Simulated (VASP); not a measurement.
A run of VASP 6.6.1 is set up as follows.

File INCAR:

```
SYSTEM = TaO3
PREC = Accurate ; ENCUT = 520
EDIFF = 1E-6 ; ISMEAR = 0
SIGMA = 0.15 ; LREAL = .FALSE.
LASPH = .TRUE. ; NELM = 150
ALGO = Normal ; ISIF = 2
LWAVE = .FALSE. ; LCHARG = .TRUE.
ISPIN = 2 ; MAGMOM = 0 0.2 0.2 0.2
LORBIT = 11 ; LMAXMIX = 4
GGA = PS ; LELF = .TRUE.
LVHAR = .TRUE. ; NBANDS = 26
```

Contents of KPOINTS:

```
regular mesh
0
G
  12 12 12
  0 0 0
```

File POSCAR:

```
TaO3
1.0
    3.9232452427      0.0000000000      0.0000000000
    0.0000000000      3.9232452427      0.0000000000
    0.0000000000      0.0000000000      3.9232452427
Ta O
1 3
Direct
    0.5000000000      0.5000000000      0.5000000000
    0.0000000000      0.5000000000      0.5000000000
    0.5000000000      0.5000000000      0.0000000000
    0.5000000000      0.0000000000      0.5000000000
```

Potentials or basis: VASP PAW PBE potentials, release 64 (Ta_pv, O).

Run with:

```bash
$ cat potpaw_PBE.64/Ta_pv/POTCAR potpaw_PBE.64/O/POTCAR > POTCAR
$ mpirun -np 1 vasp_std > vasp.out
```

Q: Estimate the site moments.

A: Ta -0.09; O +0.27 μB.

Q: Predict the net moment.

A: 0.88 μB per cell.

Q: What does it give for the pressure?

A: 0.9 GPa.

Caveat: the PAW data sets were made with another functional, which shifts forces and pressure a little.
